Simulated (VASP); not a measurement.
# HfO2 (P4_2/nmc) in VASP: vibrations by perturbation theory with LDA

Aim: the vibrations by perturbation theory of HfO2 with LDA.

Program: VASP 6.6.1. These are calculated values, not measurements. Logs are shortened: lines on timing, memory, paths and dates and some standing lists are left out, and cuts for length are marked.

### Step 1. The cell of the first run

It takes space group P4_2/nmc (No. 137, tetragonal). Conventional cell: a = 3.537 Å, b = 3.537 Å, c = 5.102 Å, α = 90.00°, β = 90.00°, γ = 90.00°. Hf (site symmetry -4m2) has 8 O at 2.05 to 2.33 Å within 2.7 Å. Within 2.7 Å of O (site symmetry 2mm) lie 4 Hf at 2.05 to 2.33 Å and 6 O at 2.55 Å.

### Step 2. Vibrations by perturbation theory, LDA

Input file INCAR:

```
SYSTEM = HfO2
PREC = Accurate
ENCUT = 520
EDIFF = 1E-8
ISMEAR = 0
SIGMA = 0.01
LREAL = .False.
LASPH = .True.
NELM = 60
ALGO = Normal
ISIF = 2
LWAVE = .False.
LCHARG = .True.
NBANDS = 31
IBRION = 8
NSW = 1
LEPSILON = .True.
```

Input file KPOINTS:

```
Automatic mesh
0
Gamma
  6 6 4
  0 0 0
```

Input file POSCAR:

```
HfO2
1.0
    3.5369901696      0.0000000000      0.0000000000
    0.0000000000      3.5369901696      0.0000000000
    0.0000000000      0.0000000000      5.1015611988
Hf O
2 4
Direct
    0.0000000000      0.0000000000      0.0000000000
    0.5000000000      0.5000000000      0.5000000000
    0.0000000000      0.5000000000      0.2038253957
    0.0000000000      0.5000000000      0.7038253957
    0.5000000000      0.0000000000      0.2961746043
    0.5000000000      0.0000000000      0.7961746043
```

Potentials or basis: VASP PAW LDA potentials, release 64 (Hf_pv, O).

On the command line:

```sh
$ cat potpaw_LDA.64/Hf_pv/POTCAR potpaw_LDA.64/O/POTCAR > POTCAR
$ mpirun -np 1 vasp_std > vasp.out
```

OUTCAR:

```text
SYSTEM = HfO2
   PREC = Accurate
   ENCUT = 520
   EDIFF = 1E-8
   ISMEAR = 0
   LREAL = .False.
   LASPH = .True.
   NELM = 60
   ISIF = 2
   IBRION = 8
   NSW = 1
   LEPSILON = .True.

 ion  position               nearest neighbor table
   1  0.000  0.000  0.000-   3 2.05   6 2.05   3 2.05   6 2.05   5 2.33   4 2.33   5 2.33   4 2.33
                             2 3.57   2 3.57   2 3.57   2 3.57   2 3.57   2 3.57   2 3.57   2 3.57
   2  0.500  0.500  0.500-   4 2.05   5 2.05   5 2.05   4 2.05   3 2.33   6 2.33   3 2.33   6 2.33
                             1 3.57   1 3.57   1 3.57   1 3.57   1 3.57   1 3.57   1 3.57   1 3.57
   3  0.000  0.500  0.204-   1 2.05   1 2.05   2 2.33   2 2.33
   4  0.000  0.500  0.704-   2 2.05   2 2.05   1 2.33   1 2.33
   5  0.500  0.000  0.296-   2 2.05   2 2.05   1 2.33   1 2.33
   6  0.500  0.000  0.796-   1 2.05   1 2.05   2 2.33   2 2.33

  LATTYP: Found a simple tetragonal cell.
 ALAT       =     3.5369901696
 C/A-ratio  =     1.4423453146

  Lattice vectors:

 A1 = (   3.5369901696,   0.0000000000,   0.0000000000)
 A2 = (   0.0000000000,   3.5369901696,   0.0000000000)
 A3 = (   0.0000000000,   0.0000000000,   5.1015611988)

Analysis of symmetry for initial positions (statically):
=====================================================================
 Subroutine PRICEL returns:
 Original cell was already a primitive cell.
[... 1158 lines left out ...]
  2X     0.562730    0.000000    0.000000  -10.382042    0.000000    0.000000   -2.012907    0.000000    0.000000    9.508400    0.000000    0.000000    1.412003    0.000000    0.000000    0.911816    0.000000    0.000000
  2Y     0.000000    0.562730    0.000000    0.000000  -10.382042    0.000000    0.000000    0.911816    0.000000    0.000000    1.412003    0.000000    0.000000    9.508400    0.000000    0.000000   -2.012907    0.000000
  2Z     0.000000    0.000000   15.626446    0.000000    0.000000  -25.914531    0.000000    0.000000   -1.215991    0.000000    0.000000    6.360033    0.000000    0.000000    6.360033    0.000000    0.000000   -1.215991
  3X     1.414342    0.000000    0.000000   -2.011036    0.000000    0.000000   -6.636067    0.000000    0.000000    0.994747    0.000000    0.000000    5.906913    0.000000    0.000000    0.331100    0.000000    0.000000
  3Y     0.000000    9.511794    0.000000    0.000000    0.923372    0.000000    0.000000  -19.226985    0.000000    0.000000    0.989019    0.000000    0.000000    7.469114    0.000000    0.000000    0.333686    0.000000
  3Z     0.000000    0.000000    6.348606    0.000000    0.000000   -1.218974    0.000000    0.000000  -14.389024    0.000000    0.000000    9.341322    0.000000    0.000000   -1.384773    0.000000    0.000000    1.302843
  4X     0.923372    0.000000    0.000000    9.511794    0.000000    0.000000    0.989019    0.000000    0.000000  -19.226985    0.000000    0.000000    0.333686    0.000000    0.000000    7.469114    0.000000    0.000000
  4Y     0.000000   -2.011036    0.000000    0.000000    1.414342    0.000000    0.000000    0.994747    0.000000    0.000000   -6.636067    0.000000    0.000000    0.331100    0.000000    0.000000    5.906913    0.000000
  4Z     0.000000    0.000000   -1.218974    0.000000    0.000000    6.348606    0.000000    0.000000    9.341322    0.000000    0.000000  -14.389024    0.000000    0.000000    1.302843    0.000000    0.000000   -1.384773
  5X    -2.011036    0.000000    0.000000    1.414342    0.000000    0.000000    5.906913    0.000000    0.000000    0.331100    0.000000    0.000000   -6.636067    0.000000    0.000000    0.994747    0.000000    0.000000
  5Y     0.000000    0.923372    0.000000    0.000000    9.511794    0.000000    0.000000    7.469114    0.000000    0.000000    0.333686    0.000000    0.000000  -19.226985    0.000000    0.000000    0.989019    0.000000
  5Z     0.000000    0.000000   -1.218974    0.000000    0.000000    6.348606    0.000000    0.000000   -1.384773    0.000000    0.000000    1.302843    0.000000    0.000000  -14.389024    0.000000    0.000000    9.341322
  6X     9.511794    0.000000    0.000000    0.923372    0.000000    0.000000    0.333686    0.000000    0.000000    7.469114    0.000000    0.000000    0.989019    0.000000    0.000000  -19.226985    0.000000    0.000000
  6Y     0.000000    1.414342    0.000000    0.000000   -2.011036    0.000000    0.000000    0.331100    0.000000    0.000000    5.906913    0.000000    0.000000    0.994747    0.000000    0.000000   -6.636067    0.000000
  6Z     0.000000    0.000000    6.348606    0.000000    0.000000   -1.218974    0.000000    0.000000    1.302843    0.000000    0.000000   -1.384773    0.000000    0.000000    9.341322    0.000000    0.000000  -14.389024

 Eigenvectors and eigenvalues of the dynamical matrix
 ----------------------------------------------------

   1 f  =   20.304773 THz   127.578652 2PiTHz  677.294325 cm-1    83.973756 meV
             X         Y         Z           dx          dy          dz
      0.000000  0.000000  0.000000     0.004141   -0.070832   -0.000000
      1.768495  1.768495  2.550781    -0.004141    0.070832   -0.000000
      0.000000  1.768495  1.039828    -0.002166    0.701361    0.000000
      0.000000  1.768495  3.590608     0.041006   -0.037042   -0.000000
      1.768495  0.000000  1.510953     0.002166   -0.701361    0.000000
      1.768495  0.000000  4.061733    -0.041006    0.037042   -0.000000
[... 145 lines left out ...]
  18 f/i=    0.006421 THz     0.040342 2PiTHz    0.214167 cm-1     0.026553 meV
             X         Y         Z           dx          dy          dz
      0.000000  0.000000  0.000000    -0.467396    0.453978   -0.000000
      1.768495  1.768495  2.550781    -0.467396    0.453978   -0.000000
      0.000000  1.768495  1.039828    -0.138891    0.135739   -0.000000
      0.000000  1.768495  3.590608    -0.139750    0.134903   -0.000000
      1.768495  0.000000  1.510953    -0.138891    0.135739   -0.000000
      1.768495  0.000000  4.061733    -0.139750    0.134903   -0.000000

--------------------------------------------------------------------------------------------------------

 MACROSCOPIC STATIC DIELECTRIC TENSOR IONIC CONTRIBUTION
 ------------------------------------------------------
          68.485707    -0.000000     0.000000
          -0.000000    68.485707    -0.000000
           0.000000    -0.000000    13.264255
 ------------------------------------------------------

 ELASTIC MODULI CONTR FROM IONIC RELAXATION (kBar)
 Direction    XX          YY          ZZ          XY          YZ          ZX
 --------------------------------------------------------------------------------
 XX        -784.0638    305.2688   -583.2977      0.0000     -0.0000      0.0000
 YY         305.2688   -784.0638   -583.2977      0.0000      0.0000      0.0000
 ZZ        -583.2977   -583.2977  -1421.2189      0.0000      0.0000      0.0000
 XY           0.0000      0.0000      0.0000      0.0000      0.0000      0.0000
 YZ          -0.0000      0.0000      0.0000      0.0000   -677.2189      0.0000
 ZX           0.0000      0.0000      0.0000      0.0000      0.0000   -692.0180
 --------------------------------------------------------------------------------

 PIEZOELECTRIC TENSOR IONIC CONTR  for field in x, y, z        (C/m^2)
          XX          YY          ZZ          XY          YZ          ZX
  --------------------------------------------------------------------------------
  x    -0.00000     0.00000     0.00000     0.00000     0.00000    -0.00000
  y    -0.00000     0.00000    -0.00000     0.00000     0.00000     0.00000
  z    -0.00000     0.00000     0.00000     0.00000    -0.00000     0.00000
```

OSZICAR:

```text
N       E                     dE             d eps       ncg     rms          rms(c)
DAV:   1     0.241738705650E+03    0.24174E+03   -0.25149E+04  1860   0.143E+03
DAV:   2    -0.641578691696E+02   -0.30590E+03   -0.29541E+03  2364   0.361E+02
DAV:   3    -0.769914569964E+02   -0.12834E+02   -0.12785E+02  2329   0.664E+01
DAV:   4    -0.770983419104E+02   -0.10688E+00   -0.10685E+00  2371   0.673E+00
[... 232 lines left out ...]
RMM:  11    -0.370756657773E+00    0.85527E-07   -0.25730E-08  5709   0.108E-04    0.100E-04
RMM:  12    -0.370756702786E+00   -0.45012E-07   -0.22049E-08  5920   0.888E-05    0.409E-05
RMM:  13    -0.370756684767E+00    0.18019E-07   -0.38103E-09  5924   0.840E-05    0.291E-05
RMM:  14    -0.370756693314E+00   -0.85477E-08    0.41736E-09  5766   0.817E-05    0.572E-06
 Linear response finished
```

It took 11 min on 1 thread of Intel Xeon 6975P-C (Granite Rapids), shared host; peak memory 0.52 GiB.

What came out:

```yaml
Electronic_dielectric_tensor_diagonal: 5.32, 5.32, 4.86
Born_charges_mean_of_the_diagonal: Hf +5.32; O -2.66 e
Highest_phonon_frequency_at_Γ_LO-TO_splitting_left_out: 677 cm⁻¹
```

Phonon frequencies in cm⁻¹ (negative: imaginary):
```csv
q point,frequencies
"(0.000, 0.000, 0.000)",0 0 0 104 104 105 105 231 291 321 462 462 465 465 606 670 677 677
```

Electronic dielectric tensor:
```
5.32 0.00 0.00
0.00 5.32 0.00
0.00 0.00 4.86
```

Born effective charge tensors (e):
atom 1, Hf
```
5.53 0.00 0.00
0.00 5.53 0.00
0.00 0.00 4.90
```
atom 2, Hf
```
5.53 0.00 0.00
0.00 5.53 0.00
0.00 0.00 4.90
```
atom 3, O
```
-2.15  0.00  0.00
 0.00 -3.38  0.00
 0.00  0.00 -2.45
```
atom 4, O
```
-3.38  0.00  0.00
 0.00 -2.15  0.00
 0.00  0.00 -2.45
```
atom 5, O
```
-2.15  0.00  0.00
 0.00 -3.38  0.00
 0.00  0.00 -2.45
```
atom 6, O
```
-3.38  0.00  0.00
 0.00 -2.15  0.00
 0.00  0.00 -2.45
```

Caveat: the cell wasn't relaxed at this level first, which shifts response properties; spin-orbit coupling is left out, which moves the levels of the heavy elements.
